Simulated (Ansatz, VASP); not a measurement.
## Two plane-wave programs on Tl

```xyz
4
Lattice="3.4329 0.0000 0.0000 -1.7165 2.9730 0.0000 0.0000 0.0000 11.1425" Properties=species:S:1:pos:R:3 pbc="T T T"
Tl    1.7165    2.9730   11.1425
Tl    1.7165    2.9730    5.5712
Tl    0.0000    1.9820    2.7856
Tl    1.7165    0.9910    8.3568
```

Alike in both runs: functional PBEsol; k mesh 11 × 11 × 3; occupations fermi-dirac, width 0.1 eV; no spin polarisation.

Ansatz relaxed the structure, and its values are those at the end. VASP's run is a single point on that final structure, the one shown.

|  | VASP | Ansatz |
| --- | --- | --- |
| version | VASP 6.6.1 | Ansatz 0.2.0 |
| potentials or method | VASP PAW PBE potentials, release 64 (Tl_d), cutoff 520 eV | plane waves (420 eV) with PAW, scalar-relativistic |
| valence electrons in the cell | 52 | 52 |

VASP gave:

- pressure (GPa): -0.1

Task: What did Ansatz give for the same quantities?

Result: Pressure (GPa): 0.0.

VASP's potentials were made for PBE, not for PBEsol, and Ansatz warns of the same on its side. With one functional, cell and mesh, what is left measures potentials, basis and numerics.

Neither program's run includes spin-orbit coupling.
